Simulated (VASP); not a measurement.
# WC (P-6m2) in VASP: notebook

The runs below take WC through single point, with PBEsol.

Program: VASP 6.6.1. These are calculated values, not measurements. Logs are shortened: lines on timing, memory, paths and dates and some standing lists are left out, and cuts for length are marked.

## (1) The cell of the first run

The structure is hexagonal, space group P-6m2 (No. 187). Conventional cell: a = 2.901 Å, b = 2.901 Å, c = 2.829 Å, α = 90.00°, β = 90.00°, γ = 120.00°. W (site symmetry -6m2) has 6 C at 2.19 Å and 2 W at 2.83 Å within 2.9 Å. Within 2.9 Å of C (site symmetry -6m2) lie 6 W at 2.19 Å and 2 C at 2.83 Å.

## (2) Single point, PBEsol

INCAR

```
SYSTEM = WC
ALGO = Normal
EDIFF = 1E-7
ENCUT = 520
GGA = PS
ISIF = 2
ISMEAR = 0
LASPH = .TRUE.
LCHARG = .FALSE.
LREAL = .FALSE.
LWAVE = .FALSE.
NBANDS = 16
NELM = 60
PREC = Accurate
SIGMA = 0.1
```

KPOINTS

```
k-points
0
G
  6 6 6
  0 0 0
```

POSCAR

```
WC
1.0
    2.9005014360      0.0000000000      0.0000000000
   -1.4502507180      2.5119079273      0.0000000000
    0.0000000000      0.0000000000      2.8290000000
W C
1 1
Direct
    0.0000000000      0.0000000000      0.0000000000
    0.6666666667      0.3333333333      0.5000000000
```

Potentials or basis: VASP PAW PBE potentials, release 64 (W_sv, C).

Launch:

```console
cat potpaw_PBE.64/W_sv/POTCAR potpaw_PBE.64/C/POTCAR > POTCAR
mpirun -np 1 vasp_std > vasp.out
```

OUTCAR:

```text
SYSTEM = WC
   EDIFF = 1E-7
   ENCUT = 520
   GGA = PS
   ISIF = 2
   ISMEAR = 0
   LASPH = .TRUE.
   LREAL = .FALSE.
   NELM = 60
   PREC = Accurate

 ion  position               nearest neighbor table
   1  0.000  0.000  0.000-   2 2.19   2 2.19   2 2.19   2 2.19   2 2.19   2 2.19
   2  0.667  0.333  0.500-   1 2.19   1 2.19   1 2.19   1 2.19   1 2.19   1 2.19

  LATTYP: Found a hexagonal cell.
 ALAT       =     2.9005014360
 C/A-ratio  =     0.9753485949

  Lattice vectors:

 A1 = (   2.9005014360,   0.0000000000,   0.0000000000)
 A2 = (  -1.4502507180,   2.5119079273,   0.0000000000)
 A3 = (   0.0000000000,   0.0000000000,   2.8290000000)

Analysis of symmetry for initial positions (statically):
=====================================================================
 Subroutine PRICEL returns:
 Original cell was already a primitive cell.

 Routine SETGRP: Setting up the symmetry group for a
 hexagonal supercell.

 Subroutine GETGRP returns: Found 12 space group operations
 (whereof 12 operations were pure point group operations)
 out of a pool of 24 trial point group operations.

The static configuration has the point symmetry D_3h.

Analysis of symmetry for dynamics (positions and initial velocities):
=====================================================================
 Subroutine PRICEL returns:
 Original cell was already a primitive cell.

 Routine SETGRP: Setting up the symmetry group for a
 hexagonal supercell.

 Subroutine GETGRP returns: Found 12 space group operations
 (whereof 12 operations were pure point group operations)
 out of a pool of 24 trial point group operations.

The dynamic configuration has the point symmetry D_3h.

 Subroutine INISYM returns: Found 12 space group operations
 (whereof 12 operations are pure point group operations),
 and found     1 'primitive' translations

----------------------------------------------------------------------------------------

                                     Primitive cell

  volume of cell :      20.6115

  direct lattice vectors                    reciprocal lattice vectors
     2.900501436  0.000000000  0.000000000     0.344767973  0.199051882  0.000000000
    -1.450250718  2.511907927  0.000000000     0.000000000  0.398103764  0.000000000
     0.000000000  0.000000000  2.829000000     0.000000000  0.000000000  0.353481796

  length of vectors
     2.900501436  2.900501436  2.829000000     0.398103764  0.398103764  0.353481796

  position of ions in fractional coordinates (direct lattice)
     0.000000000  0.000000000  0.000000000
     0.666666667  0.333333333  0.500000000

  ion indices of the primitive-cell ions
   primitive index   ion index
                 1           1
                 2           2

----------------------------------------------------------------------------------------

 KPOINTS: k-points

Automatic generation of k-mesh.
 Grid dimensions read from file:
 generate k-points for:    6    6    6

 Generating k-lattice:

  Cartesian coordinates                     Fractional coordinates (reciprocal lattice)
     0.057461329  0.033175314  0.000000000     0.166666667 -0.000000000  0.000000000
     0.000000000  0.066350627  0.000000000     0.000000000  0.166666667  0.000000000
     0.000000000  0.000000000  0.058913633     0.000000000  0.000000000  0.166666667

  Length of vectors
     0.066350627  0.066350627  0.058913633

  Shift w.r.t. Gamma in fractional coordinates (k-lattice)
     0.000000000  0.000000000  0.000000000

 Subroutine IBZKPT returns following result:
 ===========================================

 Found     28 irreducible k-points:

 Following reciprocal coordinates:
            Coordinates               Weight
  0.000000  0.000000  0.000000      1.000000
  0.166667 -0.000000  0.000000      6.000000
  0.333333 -0.000000  0.000000      6.000000
  0.500000 -0.000000  0.000000      3.000000
  0.166667  0.166667  0.000000      6.000000
  0.333333  0.166667  0.000000     12.000000
[... 16 lines left out ...]
  0.166667 -0.000000  0.500000      6.000000
  0.333333 -0.000000  0.500000      6.000000
 [... further k-points ...]
   k-points           NKPTS =     28   k-points in BZ     NKDIM =     28   number of bands    NBANDS=     16
   number of dos      NEDOS =    301   number of ions     NIONS =      2
   total plane-waves  NPLWV =  13824
   dimension x,y,z NGX =    24 NGY =   24 NGZ =   24
   dimension x,y,z NGXF=    48 NGYF=   48 NGZF=   48
   ions per type =               1   1
   NGX,Y,Z   is equivalent  to a cutoff of  13.76, 13.76, 14.10 a.u.
   NGXF,Y,Z  is equivalent  to a cutoff of  27.51, 27.51, 28.21 a.u.
 SYSTEM =  WC
   PREC   = accura    normal or accurate (medium, high low for compatibility)
   ISTART =      0    job   : 0-new  1-cont  2-samecut
   ICHARG =      2    charge: 1-file 2-atom 10-const
   ISPIN  =      1    spin polarized calculation?
   LNONCOLLINEAR =      F non collinear calculations
   LSORBIT =      F    spin-orbit coupling
   LASPH  =      T    aspherical Exc in radial PAW
   ENCUT  =  520.0 eV  38.22 Ry    6.18 a.u.   5.39  5.39  5.26*2*pi/ulx,y,z
   NELM   =     60;   NELMIN=  2; NELMDL= -5     # of ELM steps
   EDIFF  = 0.1E-06   stopping-criterion for ELM
   LREAL  =      F    real-space projection
   EDIFFG = 0.1E-05   stopping-criterion for IOM
   NSW    =      0    number of steps for IOM
   IBRION =     -1    ionic relax: 0-MD 1-quasi-New 2-CG
   NFREE  =      0    steps in history (QN), initial steepest desc. (CG)
   ISIF   =      2    stress and relaxation
   ISYM   =      2    0-nonsym 1-usesym 2-fastsym
   POTIM  = 0.5000    time-step for ionic-motion
   TEBEG  =    0.0;   TEEND  =   0.0 temperature during run
   PSTRESS=    0.0 pullay stress
   NELECT =      18.0000    total number of electrons
   NUPDOWN=      -1.0000    fix difference up-down
   EMIN   =  10.00;   EMAX   =-10.00  energy-range for DOS
   EFERMI =   0.00;   METHOD = LEGACY
   ISMEAR =     0;   SIGMA  =   0.10  broadening in eV -4-tet -1-fermi 0-gaus
   EFERMI_NEDOS =   21; number of points for ismear=-14 and -15
   IALGO  =     38    algorithm
   IMIX   =      4    mixing-type and parameters
     AMIX     =   0.40;   BMIX     =  1.00
     AMIX_MAG =   1.60;   BMIX_MAG =  1.00
  volume/ion in A,a.u.               =      10.31        69.55
  Fermi-wavevector in a.u.,A,eV,Ry     =   1.564813  2.957068 33.315762  2.448639
  Thomas-Fermi vector in A             =   2.667381
   LORBIT       =      0    0 simple, 1 ext, 2 COOP (PROOUT), +10 PAW based schemes
   GGA     = PS    functional components
   LHFCALC =     F    Hartree Fock is set to
   AEXX    =    0.0000 exact exchange contribution
   IVDW    =     0    specifies the selected vdW correction
   LEPSILON=     F    determine dielectric tensor
   LRPA    =     F    only Hartree local field effects (RPA)
 non-spin polarized calculation
 Gauss-broadening in eV      SIGMA  =   0.10
  energy-cutoff  :      520.00
  volume of cell :       20.61
 maximum number of plane-waves:       580
 NGX is ok and might be reduce to    24
   NGX = 11   NGY = 11   NGZ = 11

 number of electron      18.0000001 magnetization

 Free energy of the ion-electron system (eV)
  ---------------------------------------------------
  ext. energy  EPLUGINS =         0.00000000
  ---------------------------------------------------
  free energy    TOTEN  =       -23.89628980 eV

  energy without entropy =      -23.89251921  energy(sigma->0) =      -23.89440451

 E-fermi :  11.2820     XC(G=0): -13.9654

 val. band max:       11.1565669315   @ k =   0.0000   0.0000   0.0000
 cond. band min:      11.3024152917   @ k =   0.0000   0.0000   0.1667
 fundamental gap:      0.1458483603
 Fermi energy:        11.2820331247

 k-point     1 :       0.0000    0.0000    0.0000
  band No.  band energies     occupation
      1     -62.8947      2.00000
      2     -26.8830      2.00000
      3     -26.7745      2.00000
      4     -26.7745      2.00000
      5      -3.4486      2.00000
      6       6.6582      2.00000
[... 8 lines left out ...]
     15      25.4039      0.00000
     16      27.7923      0.00000

 k-point     2 :       0.1667   -0.0000    0.0000
  band No.  band energies     occupation
      1     -62.8796      2.00000
      2     -26.9935      2.00000
      3     -26.8545      2.00000
      4     -26.8244      2.00000
      5      -2.7410      2.00000
      6       6.3005      2.00000
[... 8 lines left out ...]
     15      24.7140      0.00000
     16      29.2442      0.00000

 k-point     3 :       0.3333   -0.0000    0.0000
  band No.  band energies     occupation
      1     -62.8493      2.00000
      2     -27.4117      2.00000
      3     -26.9226      2.00000
      4     -26.7969      2.00000
      5      -1.1073      2.00000
      6       4.7087      2.00000
[... 8 lines left out ...]
     15      26.0078      0.00000
     16      27.7831      0.00000

 k-point     4 :       0.5000   -0.0000    0.0000
  band No.  band energies     occupation
      1     -62.8341      2.00000
      2     -27.6119      2.00000
      3     -26.9710      2.00000
      4     -26.7679      2.00000
      5      -0.0519      2.00000
      6       3.9596      2.00000
[... 8 lines left out ...]
     15      23.9092      0.00000
     16      29.2053      0.00000
[... 324 lines left out ...]
 k-point    22 :       0.0000    0.0000    0.5000
  band No.  band energies     occupation
      1     -62.8520      2.00000
      2     -27.6505      2.00000
      3     -26.7044      2.00000
      4     -26.7044      2.00000
      5       0.6710      2.00000
      6       2.3130      2.00000
[... 8 lines left out ...]
     15      22.9216      0.00000
     16      28.3187      0.00000

 k-point    23 :       0.1667   -0.0000    0.5000
  band No.  band energies     occupation
      1     -62.8372      2.00000
      2     -27.6068      2.00000
      3     -26.9099      2.00000
      4     -26.7510      2.00000
      5       0.4238      2.00000
      6       3.1762      2.00000
[... 8 lines left out ...]
     15      24.4060      0.00000
     16      27.9085      0.00000

 k-point    24 :       0.3333   -0.0000    0.5000
  band No.  band energies     occupation
      1     -62.8078      2.00000
      2     -27.5184      2.00000
      3     -27.3045      2.00000
      4     -26.8429      2.00000
      5      -0.0427      2.00000
      6       4.4036      2.00000
[... 8 lines left out ...]
     15      24.8972      0.00000
     16      28.1838      0.00000

 [... further k-points ...]
[... 5 lines left out ...]
  --------------------------------------------------------------------------------------
  -------------------------------------------------------------------------------------
  Total        0.1644386      0.1644386     -0.1077674     -0.0000000     -0.0000000     -0.0000000
  in kB       12.7821697     12.7821697     -8.3769908     -0.0000000     -0.0000000     -0.0000000
  external PRESSURE =       5.7291162 kB  Pullay stress =       0.0000000 kB

 VOLUME and BASIS-vectors are now :
 -----------------------------------------------------------------------------
  energy-cutoff  :      520.00
  volume of cell :       20.61
      direct lattice vectors                 reciprocal lattice vectors
     2.900501436  0.000000000  0.000000000     0.344767973  0.199051882  0.000000000
    -1.450250718  2.511907927  0.000000000     0.000000000  0.398103764  0.000000000
     0.000000000  0.000000000  2.829000000     0.000000000  0.000000000  0.353481796

 POSITION                                       TOTAL-FORCE (eV/Angst)
 -----------------------------------------------------------------------------------
      0.00000      0.00000      0.00000        -0.000000      0.000000      0.000000
      1.45025      0.83730      1.41450         0.000000      0.000000      0.000000
 -----------------------------------------------------------------------------------
    total drift:                                0.000000     -0.000000      0.000000

  FREE ENERGIE OF THE ION-ELECTRON SYSTEM (eV)
  ---------------------------------------------------
  free  energy   TOTEN  =       -23.8962898008 eV

  energy  without entropy=      -23.8925192095  energy(sigma->0) =      -23.89440451
```

It took 7.4 s on 1 thread of AMD EPYC 7R13 (Zen 3), shared host; peak memory 0.11 GiB.

What came out:

* Free energy: -23.8963 eV
* Pressure: 0.6 GPa
* Band gap on the k mesh: zero (band 9 reaches 11.63 eV, above the bottom of band 10 at 10.42 eV)

Caveat: the k points lie up to 0.42 Å⁻¹ apart; the PAW data sets were made with another functional, which shifts forces and pressure a little; spin-orbit coupling is left out, which moves the levels of the heavy elements.

(Part 1 of 2 ends here.)
